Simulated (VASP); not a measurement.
# InSb3 (R-3m) in VASP: single point with PBEsol

Aim: the single point of InSb3 with PBEsol.

All numbers are computed with VASP 6.6.1; they aren't measurements. Logs are shortened: lines on timing, memory, paths and dates and some standing lists are left out, and cuts for length are marked.

## Step 1: The cell of the first run

It takes space group R-3m (No. 166, trigonal). Conventional cell: a = 6.966 Å, b = 6.966 Å, c = 8.245 Å, α = 90.00°, β = 90.00°, γ = 120.00°. Within 4.5 Å of In (site symmetry -3m) lie 12 Sb at 3.41 to 3.48 Å. Within 4.5 Å of Sb (site symmetry 2/m) lie 4 In at 3.41 to 3.48 Å and 8 Sb at 3.41 to 3.48 Å.

## Step 2: Single point, PBEsol

The input, INCAR:

```
PREC = Accurate ; ENCUT = 520
EDIFF = 1E-6 ; ISMEAR = 0
SIGMA = 0.15 ; LREAL = False
LASPH = True ; NELM = 80
ALGO = Normal ; ISIF = 2
LWAVE = False ; LCHARG = True
GGA = PS ; LELF = True
LVHAR = True ; NBANDS = 22
```

The input, KPOINTS:

```
regular mesh
0
Gamma
  8 8 8
```

The input, POSCAR:

```
InSb3
1.0
    4.8703161756     -0.0550865859     -0.0550865859
   -0.0550865859      4.8703161756     -0.0550865859
   -0.0550865859     -0.0550865859      4.8703161756
In Sb
1 3
Direct
    0.0000000000      0.0000000000      0.0000000000
    0.5000000000      0.0000000000      0.5000000000
    0.0000000000      0.5000000000      0.5000000000
    0.5000000000      0.5000000000      0.0000000000
```

Potentials or basis: VASP PAW PBE potentials, release 64 (In_d, Sb).

On the command line:

```
$ cat potpaw_PBE.64/In_d/POTCAR potpaw_PBE.64/Sb/POTCAR > POTCAR
$ mpirun -np 1 vasp_std > vasp.out
```

OUTCAR:

```text
PREC = Accurate
   ENCUT = 520
   EDIFF = 1E-6
   ISMEAR = 0
   LREAL = False
   LASPH = True
   NELM = 80
   ISIF = 2
   GGA = PS

 ion  position               nearest neighbor table
   1  0.000  0.000  0.000-   2 3.41   3 3.41   4 3.41   3 3.41   2 3.41   4 3.41   4 3.48   2 3.48
                             2 3.48   4 3.48   3 3.48   3 3.48
   2  0.500  0.000  0.500-   1 3.41   3 3.41   4 3.41   4 3.41   1 3.41   3 3.41   4 3.48   1 3.48
                             1 3.48   3 3.48   4 3.48   3 3.48
   3  0.000  0.500  0.500-   1 3.41   2 3.41   4 3.41   1 3.41   4 3.41   2 3.41   2 3.48   1 3.48
                             2 3.48   4 3.48   4 3.48   1 3.48
   4  0.500  0.500  0.000-   1 3.41   2 3.41   3 3.41   2 3.41   3 3.41   1 3.41   2 3.48   2 3.48
                             1 3.48   3 3.48   3 3.48   1 3.48

  LATTYP: Found a trigonal (rhomboedric) cell.
 ALAT       =     4.8709392025
 COS(alpha) =    -0.0224876740

  Lattice vectors:

 A1 = (   4.8703161756,  -0.0550865859,  -0.0550865859)
 A2 = (  -0.0550865859,   4.8703161756,  -0.0550865859)
 A3 = (  -0.0550865859,  -0.0550865859,   4.8703161756)

Analysis of symmetry for initial positions (statically):
=====================================================================
 Subroutine PRICEL returns:
 Original cell was already a primitive cell.

 Routine SETGRP: Setting up the symmetry group for a
 trigonal (rhombohedral) supercell.

 Subroutine GETGRP returns: Found 12 space group operations
 (whereof 12 operations were pure point group operations)
 out of a pool of 12 trial point group operations.

The static configuration has the point symmetry D_3d.

Analysis of symmetry for dynamics (positions and initial velocities):
=====================================================================
 Subroutine PRICEL returns:
 Original cell was already a primitive cell.

 Routine SETGRP: Setting up the symmetry group for a
 trigonal (rhombohedral) supercell.

 Subroutine GETGRP returns: Found 12 space group operations
 (whereof 12 operations were pure point group operations)
 out of a pool of 12 trial point group operations.

The dynamic configuration has the point symmetry D_3d.

 Subroutine INISYM returns: Found 12 space group operations
 (whereof 12 operations are pure point group operations),
 and found     1 'primitive' translations

----------------------------------------------------------------------------------------

                                     Primitive cell
[... 90 lines left out ...]
   LNONCOLLINEAR =      F non collinear calculations
   LSORBIT =      F    spin-orbit coupling
   LASPH  =      T    aspherical Exc in radial PAW
   ENCUT  =  520.0 eV  38.22 Ry    6.18 a.u.   9.06  9.06  9.06*2*pi/ulx,y,z
   NELM   =     80;   NELMIN=  2; NELMDL= -5     # of ELM steps
   EDIFF  = 0.1E-05   stopping-criterion for ELM
   LREAL  =      F    real-space projection
   EDIFFG = 0.1E-04   stopping-criterion for IOM
   NSW    =      0    number of steps for IOM
   IBRION =     -1    ionic relax: 0-MD 1-quasi-New 2-CG
   NFREE  =      0    steps in history (QN), initial steepest desc. (CG)
   ISIF   =      2    stress and relaxation
   ISYM   =      2    0-nonsym 1-usesym 2-fastsym
   POTIM  = 0.5000    time-step for ionic-motion
   TEBEG  =    0.0;   TEEND  =   0.0 temperature during run
   PSTRESS=    0.0 pullay stress
   NELECT =      28.0000    total number of electrons
   NUPDOWN=      -1.0000    fix difference up-down
   EMIN   =  10.00;   EMAX   =-10.00  energy-range for DOS
   EFERMI =   0.00;   METHOD = LEGACY
   ISMEAR =     0;   SIGMA  =   0.15  broadening in eV -4-tet -1-fermi 0-gaus
   EFERMI_NEDOS =   21; number of points for ismear=-14 and -15
   IALGO  =     38    algorithm
   IMIX   =      4    mixing-type and parameters
     AMIX     =   0.40;   BMIX     =  1.00
     AMIX_MAG =   1.60;   BMIX_MAG =  1.00
  volume/ion in A,a.u.               =      28.87       194.82
  Fermi-wavevector in a.u.,A,eV,Ry     =   1.020845  1.929117 14.178956  1.042124
  Thomas-Fermi vector in A             =   2.154437
   LORBIT       =      0    0 simple, 1 ext, 2 COOP (PROOUT), +10 PAW based schemes
   GGA     = PS    functional components
   LHFCALC =     F    Hartree Fock is set to
   AEXX    =    0.0000 exact exchange contribution
   IVDW    =     0    specifies the selected vdW correction
   LEPSILON=     F    determine dielectric tensor
   LRPA    =     F    only Hartree local field effects (RPA)
 non-spin polarized calculation
 Gauss-broadening in eV      SIGMA  =   0.15
  energy-cutoff  :      520.00
  volume of cell :      115.48
 maximum number of plane-waves:      3130
   NGX = 19   NGY = 19   NGZ = 19

 number of electron      27.9999991 magnetization

 Free energy of the ion-electron system (eV)
  ---------------------------------------------------
  ext. energy  EPLUGINS =         0.00000000
  ---------------------------------------------------
  free energy    TOTEN  =       -15.91775594 eV

  energy without entropy =      -15.89717374  energy(sigma->0) =      -15.90746484

 E-fermi :   7.1579     XC(G=0): -10.0063

 val. band max:        7.1544478659   @ k =   0.1250  -0.0000  -0.0000
 cond. band min:       7.1626353891   @ k =  -0.3750   0.5000   0.1250
 fundamental gap:      0.0081875232
 Fermi energy:         7.1578923756

 k-point     1 :       0.0000    0.0000    0.0000
  band No.  band energies     occupation
      1      -7.1843      2.00000
      2      -7.1843      2.00000
      3      -7.1714      2.00000
      4      -7.1714      2.00000
      5      -7.1688      2.00000
      6      -4.6998      2.00000
[... 589 lines left out ...]
     21      11.6801      0.00000
     22      13.1734      0.00000

 [... further k-points ...]
[... 5 lines left out ...]
  --------------------------------------------------------------------------------------
  -------------------------------------------------------------------------------------
  Total       -3.0757272     -3.0757272     -3.0757272      0.2500521      0.2500521      0.2500521
  in kB      -42.6731694    -42.6731694    -42.6731694      3.4692658      3.4692658      3.4692658
  external PRESSURE =     -42.6731694 kB  Pullay stress =       0.0000000 kB

 VOLUME and BASIS-vectors are now :
 -----------------------------------------------------------------------------
  energy-cutoff  :      520.00
  volume of cell :      115.48
      direct lattice vectors                 reciprocal lattice vectors
     4.870316176 -0.055086586 -0.055086586     0.205378629  0.002349547  0.002349547
    -0.055086586  4.870316176 -0.055086586     0.002349547  0.205378629  0.002349547
    -0.055086586 -0.055086586  4.870316176     0.002349547  0.002349547  0.205378629

 POSITION                                       TOTAL-FORCE (eV/Angst)
 -----------------------------------------------------------------------------------
      0.00000      0.00000      0.00000        -0.000000      0.000000     -0.000000
      2.40761     -0.05509      2.40761         0.000000     -0.000000     -0.000000
     -0.05509      2.40761      2.40761        -0.000000     -0.000000     -0.000000
      2.40761      2.40761     -0.05509         0.000000     -0.000000      0.000000
 -----------------------------------------------------------------------------------
    total drift:                               -0.000000     -0.000000     -0.000000

  FREE ENERGIE OF THE ION-ELECTRON SYSTEM (eV)
  ---------------------------------------------------
  free  energy   TOTEN  =       -15.9177559386 eV

  energy  without entropy=      -15.8971737394  energy(sigma->0) =      -15.90746484
```

OSZICAR:

```text
N       E                     dE             d eps       ncg     rms          rms(c)
DAV:   1     0.182289424007E+03    0.18229E+03   -0.10950E+04  2860   0.117E+03
DAV:   2    -0.330322672047E+00   -0.18262E+03   -0.17652E+03  3126   0.283E+02
DAV:   3    -0.154425624464E+02   -0.15112E+02   -0.14552E+02  3616   0.839E+01
DAV:   4    -0.159447144269E+02   -0.50215E+00   -0.50000E+00  3300   0.160E+01
DAV:   5    -0.159677995828E+02   -0.23085E-01   -0.23080E-01  4246   0.362E+00    0.306E+00
DAV:   6    -0.159301924511E+02    0.37607E-01   -0.60377E-02  3514   0.302E+00    0.168E+00
DAV:   7    -0.159182519820E+02    0.11940E-01   -0.29836E-02  3834   0.160E+00    0.196E-01
DAV:   8    -0.159177634134E+02    0.48857E-03   -0.24451E-03  3480   0.574E-01    0.539E-02
DAV:   9    -0.159177557682E+02    0.76452E-05   -0.10808E-04  3488   0.829E-02    0.225E-02
DAV:  10    -0.159177559386E+02   -0.17039E-06   -0.78253E-06  3750   0.191E-02
   1 F= -.15917756E+02 E0= -.15907465E+02  d E =-.205822E-01
```

stdout:

```text
POSCAR found type information on POSCAR InSb
 POSCAR found :  2 types and       4 ions
 scaLAPACK will be used
 -----------------------------------------------------------------------------
|                                                                             |
|                                                                             |
|     You enforced a specific xc type in the INCAR file but a different       |
|     I HOPE YOU KNOW WHAT YOU ARE DOING!                                     |
|                                                                             |
 -----------------------------------------------------------------------------

 LDA part: xc-table for (Slater+PW92), standard interpolation
 POSCAR, INCAR and KPOINTS ok, starting setup
 FFT: planning ... GRIDC
 FFT: planning ... GRID_SOFT
 FFT: planning ... GRID
 WAVECAR not read
 entering main loop
```

Run time: 2.4 min. Hardware: 1 thread of AMD EPYC 7R13, shared host; peak memory 0.28 GiB.

Results:

```yaml
Free_energy: -15.9178 eV
Pressure: -4.3 GPa
Band_gap_on_the_k_mesh: zero (band 14 reaches 10.35 eV, above the bottom of band 15 at 6.18 eV)
```

Stress tensor (GPa, compression positive):
```
-4.27  0.35  0.35
 0.35 -4.27  0.35
 0.35  0.35 -4.27
```

Levels at points of the mesh, in eV from the Fermi level:
| k point | band 11 | band 12 | band 13 | band 14 | band 15 | band 16 | band 17 | band 18 |
| --- | --- | --- | --- | --- | --- | --- | --- | --- |
| (0.00, 0.00, 0.00) | -3.99 | -3.55 | 0.23 | 0.56 | 0.56 | 1.66 | 1.66 | 1.98 |
| (0.50, 0.00, 0.00) | -2.60 | -2.01 | -1.86 | -0.99 | -0.74 | 1.84 | 1.88 | 2.31 |
| (0.50, 0.50, 0.00) | -1.63 | -1.56 | -1.19 | -1.07 | -0.98 | -0.39 | 1.16 | 3.06 |
| (0.50, 0.50, 0.50) | -4.74 | -4.66 | -4.64 | 3.19 | 3.19 | 3.46 | 3.59 | 3.59 |

Caveat: the PAW data sets were made with another functional, which shifts forces and pressure a little; spin-orbit coupling is left out, which moves the levels of the heavy elements.
